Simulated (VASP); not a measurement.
# Nb in VASP: notebook

Runs on Nb. Level: PBE. Tasks: single point.

Everything below comes from runs of VASP 6.6.1. Logs are shortened: lines on timing, memory, paths and dates and some standing lists are left out, and cuts for length are marked.

### 1 The cell of the first run

The cell holds a slab with vacuum, 4 atoms: a = 3.311 Å, b = 3.311 Å, c = 13.658 Å, α = 90.00°, β = 90.00°, γ = 90.00°.

### 2 Single point, PBE

The input, INCAR:

```
PREC = Accurate ; ENCUT = 520
EDIFF = 1E-7 ; ISMEAR = -1
SIGMA = 0.05 ; LREAL = False
LASPH = True ; NELM = 60
ALGO = Normal ; ISIF = 2
LWAVE = False ; LCHARG = False
LDIPOL = True ; IDIPOL = 3
DIPOL = 0.5 0.5 0.500 ; GGA = PE
NBANDS = 34
```

The input, KPOINTS:

```
Automatic mesh
0
Gamma
  10 10 1
```

The input, POSCAR:

```
Nb
1.0
    3.3112325450      0.0000000000      0.0000000000
    0.0000000000      3.3112325450      0.0000000000
    0.0000000000      0.0000000000     13.6584000000
Nb
4
Direct
    0.2500000000      0.2500000000      0.3294689767
    0.7500000000      0.7500000000      0.4393718977
    0.2500000000      0.2500000000      0.5606280816
    0.7500000000      0.7500000000      0.6705310233
```

Potentials or basis: VASP PAW PBE potentials, release 64 (Nb_sv).

Command:

```bash
cat potpaw_PBE.64/Nb_sv/POTCAR > POTCAR
mpirun -np 1 vasp_std > vasp.out
```

OUTCAR:

```text
PREC = Accurate
   ENCUT = 520
   EDIFF = 1E-7
   ISMEAR = -1
   LREAL = False
   LASPH = True
   NELM = 60
   ISIF = 2
   GGA = PE

 ion  position               nearest neighbor table
   1  0.250  0.250  0.329-   2 2.78   2 2.78   2 2.78   2 2.78
   2  0.750  0.750  0.439-   1 2.78   1 2.78   1 2.78   1 2.78   3 2.87   3 2.87   3 2.87   3 2.87

   3  0.250  0.250  0.561-   4 2.78   4 2.78   4 2.78   4 2.78   2 2.87   2 2.87   2 2.87   2 2.87

   4  0.750  0.750  0.671-   3 2.78   3 2.78   3 2.78   3 2.78

  LATTYP: Found a simple tetragonal cell.
 ALAT       =     3.3112325450
 C/A-ratio  =     4.1248688560

  Lattice vectors:

 A1 = (   3.3112325450,   0.0000000000,   0.0000000000)
 A2 = (   0.0000000000,   3.3112325450,   0.0000000000)
 A3 = (   0.0000000000,   0.0000000000,  13.6584000000)

Analysis of symmetry for initial positions (statically):
=====================================================================
 Subroutine PRICEL returns:
 Original cell was already a primitive cell.

 Routine SETGRP: Setting up the symmetry group for a
 simple tetragonal supercell.

 Subroutine GETGRP returns: Found 16 space group operations
 (whereof  4 operations were pure point group operations)
 out of a pool of 16 trial point group operations.

The static configuration has the point symmetry C_2h.
 The point group associated with its full space group is D_4h.

Analysis of symmetry for dynamics (positions and initial velocities):
=====================================================================
 Subroutine PRICEL returns:
 Original cell was already a primitive cell.

 Routine SETGRP: Setting up the symmetry group for a
 simple tetragonal supercell.

 Subroutine GETGRP returns: Found 16 space group operations
 (whereof  4 operations were pure point group operations)
 out of a pool of 16 trial point group operations.

The dynamic configuration has the point symmetry C_2h.
 The point group associated with its full space group is D_4h.

 Subroutine INISYM returns: Found 16 space group operations
 (whereof  4 operations are pure point group operations),
 and found     1 'primitive' translations

----------------------------------------------------------------------------------------

                                     Primitive cell

  volume of cell :     149.7543

  direct lattice vectors                    reciprocal lattice vectors
     3.311232545  0.000000000  0.000000000     0.302002347  0.000000000  0.000000000
     0.000000000  3.311232545  0.000000000     0.000000000  0.302002347  0.000000000
     0.000000000  0.000000000 13.658400000     0.000000000  0.000000000  0.073215018

  length of vectors
     3.311232545  3.311232545 13.658400000     0.302002347  0.302002347  0.073215018

  position of ions in fractional coordinates (direct lattice)
     0.250000000  0.250000000  0.329468977
     0.750000000  0.750000000  0.439371898
     0.250000000  0.250000000  0.560628082
     0.750000000  0.750000000  0.670531023

  ion indices of the primitive-cell ions
   primitive index   ion index
                 1           1
                 2           2
                 3           3
                 4           4

----------------------------------------------------------------------------------------

 KPOINTS: Automatic mesh

Automatic generation of k-mesh.
 Grid dimensions read from file:
 generate k-points for:   10   10    1

 Generating k-lattice:

  Cartesian coordinates                     Fractional coordinates (reciprocal lattice)
     0.030200235  0.000000000  0.000000000     0.100000000  0.000000000  0.000000000
     0.000000000  0.030200235  0.000000000     0.000000000  0.100000000  0.000000000
     0.000000000  0.000000000  0.073215018     0.000000000  0.000000000  1.000000000

  Length of vectors
     0.030200235  0.030200235  0.073215018

  Shift w.r.t. Gamma in fractional coordinates (k-lattice)
     0.000000000  0.000000000  0.000000000

 Subroutine IBZKPT returns following result:
 ===========================================

 Found     21 irreducible k-points:

 Following reciprocal coordinates:
            Coordinates               Weight
  0.000000  0.000000  0.000000      1.000000
  0.100000  0.000000  0.000000      4.000000
  0.200000  0.000000  0.000000      4.000000
  0.300000  0.000000  0.000000      4.000000
  0.400000  0.000000  0.000000      4.000000
  0.500000  0.000000  0.000000      2.000000
[... 13 lines left out ...]
  0.500000  0.400000  0.000000      4.000000
  0.500000  0.500000  0.000000      1.000000
   k-points           NKPTS =     21   k-points in BZ     NKDIM =     21   number of bands    NBANDS=     34
   number of dos      NEDOS =    301   number of ions     NIONS =      4
   total plane-waves  NPLWV =  84672
   dimension x,y,z NGX =    28 NGY =   28 NGZ =  108
   dimension x,y,z NGXF=    56 NGYF=   56 NGZF=  216
   ions per type =               4
   NGX,Y,Z   is equivalent  to a cutoff of  14.06, 14.06, 13.15 a.u.
   NGXF,Y,Z  is equivalent  to a cutoff of  28.12, 28.12, 26.29 a.u.
 SYSTEM =  unknown system
   PREC   = accura    normal or accurate (medium, high low for compatibility)
   ISTART =      0    job   : 0-new  1-cont  2-samecut
   ICHARG =      2    charge: 1-file 2-atom 10-const
   ISPIN  =      1    spin polarized calculation?
   LNONCOLLINEAR =      F non collinear calculations
   LSORBIT =      F    spin-orbit coupling
   LASPH  =      T    aspherical Exc in radial PAW
   ENCUT  =  520.0 eV  38.22 Ry    6.18 a.u.   6.16  6.16 25.40*2*pi/ulx,y,z
   NELM   =     60;   NELMIN=  2; NELMDL= -5     # of ELM steps
   EDIFF  = 0.1E-06   stopping-criterion for ELM
   LREAL  =      F    real-space projection
   EDIFFG = 0.1E-05   stopping-criterion for IOM
   NSW    =      0    number of steps for IOM
   IBRION =     -1    ionic relax: 0-MD 1-quasi-New 2-CG
   NFREE  =      0    steps in history (QN), initial steepest desc. (CG)
   ISIF   =      2    stress and relaxation
   ISYM   =      2    0-nonsym 1-usesym 2-fastsym
   POTIM  = 0.5000    time-step for ionic-motion
   TEBEG  =    0.0;   TEEND  =   0.0 temperature during run
   PSTRESS=    0.0 pullay stress
   NELECT =      52.0000    total number of electrons
   NUPDOWN=      -1.0000    fix difference up-down
   EMIN   =  10.00;   EMAX   =-10.00  energy-range for DOS
   EFERMI =   0.00;   METHOD = LEGACY
   ISMEAR =    -1;   SIGMA  =   0.05  broadening in eV -4-tet -1-fermi 0-gaus
   EFERMI_NEDOS =   21; number of points for ismear=-14 and -15
   IALGO  =     38    algorithm
   IMIX   =      4    mixing-type and parameters
     AMIX     =   0.40;   BMIX     =  1.00
     AMIX_MAG =   1.60;   BMIX_MAG =  1.00
  volume/ion in A,a.u.               =      37.44       252.65
  Fermi-wavevector in a.u.,A,eV,Ry     =   1.150667  2.174445 18.014575  1.324034
  Thomas-Fermi vector in A             =   2.287329
   LORBIT       =      0    0 simple, 1 ext, 2 COOP (PROOUT), +10 PAW based schemes
   GGA     = PE    functional components
   LHFCALC =     F    Hartree Fock is set to
   AEXX    =    0.0000 exact exchange contribution
   IVDW    =     0    specifies the selected vdW correction
   LEPSILON=     F    determine dielectric tensor
   LRPA    =     F    only Hartree local field effects (RPA)
 non-spin polarized calculation
  energy-cutoff  :      520.00
  volume of cell :      149.75
 maximum number of plane-waves:      4064
 NGX is ok and might be reduce to    28
   NGX = 13   NGY = 13   NGZ = 51

 number of electron      52.0000000 magnetization

 dipolmoment           0.000000      0.000000      0.000003 electrons x Angstroem

 Free energy of the ion-electron system (eV)
  ---------------------------------------------------
  ext. energy  EPLUGINS =         0.00000000
  ---------------------------------------------------
  free energy    TOTEN  =       -37.37275086 eV

  energy without entropy =      -37.31154025  energy(sigma->0) =      -37.34214556

 E-fermi :   3.8600     XC(G=0):  -7.4608

 val. band max:        3.8512568229   @ k =   0.5000   0.1000   0.0000
 cond. band min:       3.8671014512   @ k =   0.4000   0.2000   0.0000
 fundamental gap:      0.0158446283
 Fermi energy:         3.8599713245

 k-point     1 :       0.0000    0.0000    0.0000
  band No.  band energies     occupation
      1     -51.1480      2.00000
      2     -51.1319      2.00000
      3     -50.5764      2.00000
      4     -50.3903      2.00000
      5     -27.3685      2.00000
      6     -27.2985      2.00000
[... 26 lines left out ...]
     33       5.2959      0.00000
     34       6.1844      0.00000

 k-point     2 :       0.1000    0.0000    0.0000
  band No.  band energies     occupation
      1     -51.1426      2.00000
      2     -51.1280      2.00000
      3     -50.5735      2.00000
      4     -50.3958      2.00000
      5     -27.3977      2.00000
      6     -27.2989      2.00000
[... 26 lines left out ...]
     33       5.8608      0.00000
     34       6.2423      0.00000

 k-point     3 :       0.2000    0.0000    0.0000
  band No.  band energies     occupation
      1     -51.1286      2.00000
      2     -51.1177      2.00000
      3     -50.5647      2.00000
      4     -50.4119      2.00000
      5     -27.4571      2.00000
      6     -27.3562      2.00000
[... 26 lines left out ...]
     33       6.1274      0.00000
     34       6.4046      0.00000
[... 593 lines left out ...]
 k-point    20 :       0.5000    0.4000    0.0000
  band No.  band energies     occupation
      1     -51.0737      2.00000
      2     -51.0737      2.00000
      3     -50.4805      2.00000
      4     -50.4805      2.00000
      5     -27.5707      2.00000
      6     -27.5707      2.00000
[... 26 lines left out ...]
     33       7.1223      0.00000
     34       7.1281      0.00000

 k-point    21 :       0.5000    0.5000    0.0000
  band No.  band energies     occupation
      1     -51.0720      2.00000
      2     -51.0719      2.00000
      3     -50.4786      2.00000
      4     -50.4786      2.00000
      5     -27.5977      2.00000
      6     -27.5977      2.00000
[... 26 lines left out ...]
     33       7.1974      0.00000
     34       7.2126      0.00000

------------------------ aborting loop because EDIFF is reached ----------------------------------------

 vacuum level on the upper side and lower side of the slab       (xc-potential included)        -1.259        -1.259

  FORCE on cell =-STRESS in cart. coord.  units (eV):
  Direction    XX          YY          ZZ          XY          YZ          ZX
  --------------------------------------------------------------------------------------
  -------------------------------------------------------------------------------------
  Total       -2.1380545     -2.1380545     -0.1336415     -0.0000000     -0.0000000     -0.0000000
  in kB      -22.8744238    -22.8744238     -1.4297919     -0.0000000     -0.0000000     -0.0000000
  external PRESSURE =     -15.7262132 kB  Pullay stress =       0.0000000 kB

 VOLUME and BASIS-vectors are now :
 -----------------------------------------------------------------------------
  energy-cutoff  :      520.00
  volume of cell :      149.75
      direct lattice vectors                 reciprocal lattice vectors
     3.311232545  0.000000000  0.000000000     0.302002347  0.000000000  0.000000000
     0.000000000  3.311232545  0.000000000     0.000000000  0.302002347  0.000000000
     0.000000000  0.000000000 13.658400000     0.000000000  0.000000000  0.073215018

 POSITION                                       TOTAL-FORCE (eV/Angst)
 -----------------------------------------------------------------------------------
      0.82781      0.82781      4.50002        -0.000000      0.000000      0.013297
      2.48342      2.48342      6.00112        -0.000000     -0.000000      0.003843
      0.82781      0.82781      7.65728         0.000000      0.000000     -0.003843
      2.48342      2.48342      9.15838         0.000000     -0.000000     -0.013297
 -----------------------------------------------------------------------------------
    total drift:                                0.000000     -0.000000      0.000948

  FREE ENERGIE OF THE ION-ELECTRON SYSTEM (eV)
  ---------------------------------------------------
  free  energy   TOTEN  =       -37.3727508622 eV

  energy  without entropy=      -37.3115402519  energy(sigma->0) =      -37.34214556

 vacuum level on the upper side and lower side of the slab         6.246         6.246
```

It took 2.1 min on 1 thread of Intel Xeon 6975P-C (Granite Rapids), shared host; peak memory 0.3 GiB.

Results:

| Quantity | Value |
| --- | --- |
| Free energy | -37.3728 eV |
| Largest force | 0.013 eV/Å |
| Band gap on the k mesh | zero (bands 26 and 27 overlap by 0.33 eV) |

Forces in eV/Å, atoms in the order of the input:
```
Nb   0.000  0.000  0.013
Nb   0.000  0.000  0.004
Nb   0.000  0.000 -0.004
Nb   0.000  0.000 -0.013
```

Levels at points of the mesh, in eV from the Fermi level:
```csv
k point,band 22,band 23,band 24,band 25,band 26,band 27,band 28,band 29,band 30,band 31
"(0.00, 0.00, 0.00)",-2.54,-0.06,0.05,0.06,0.19,0.19,0.28,0.35,0.35,1.03
"(0.50, 0.00, 0.00)",-1.64,-1.37,-1.37,-0.14,-0.14,0.12,0.12,1.41,1.41,2.40
"(0.50, 0.50, 0.00)",-1.73,-1.47,-1.47,-0.49,-0.49,1.84,1.84,2.13,2.13,2.97
```

(Part 1 of 2 ends here.)
